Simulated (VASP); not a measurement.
Here is a VASP 6.6.1 calculation.

INCAR

```
SYSTEM = Ti
PREC = Accurate
ENCUT = 520
EDIFF = 1E-7
ISMEAR = 0
SIGMA = 0.1
LREAL = .FALSE.
LASPH = .TRUE.
NELM = 100
ALGO = Normal
ISIF = 2
LWAVE = .FALSE.
LCHARG = .FALSE.
LDIPOL = .TRUE.
IDIPOL = 3
DIPOL = 0.5 0.5 0.500
GGA = PE
NBANDS = 45
```

The input KPOINTS:

```
Automatic mesh
0
G
  10 6 1
  0 0 0
```

The input POSCAR:

```
Ti
1.0
    2.8321726458      0.0000000000      0.0000000000
    0.0000000000      4.5795363026      0.0000000000
    0.0000000000      0.0000000000     20.6099912926
Ti
6
Direct
    0.5000000000      0.0000000000      0.3396410945
    0.0000000000      0.5000000000      0.4037846567
    0.5000000000      0.0000000000      0.4679282189
    0.5000000000      0.5000000000      0.5335005072
    0.0000000000      0.0000000000      0.5958071414
    0.5000000000      0.5000000000      0.6575009759
```

Potentials or basis: VASP PAW PBE potentials, release 64 (Ti_sv).

Run with:

```sh
$ cat potpaw_PBE.64/Ti_sv/POTCAR > POTCAR
$ mpirun -np 1 vasp_std > vasp.out
```

Q: What does it give for the band gap on the k mesh?

A: Zero (bands 36 and 37 overlap by 0.12 eV).

Q: Estimate the largest force.

A: 0.378 eV/Å.

Forces on the atoms (eV/Å):
```
Ti   0.000  0.000  0.378
Ti   0.000  0.000 -0.002
Ti   0.000  0.000 -0.333
Ti   0.000  0.000 -0.018
Ti   0.000  0.000 -0.013
Ti   0.000  0.000 -0.012
```
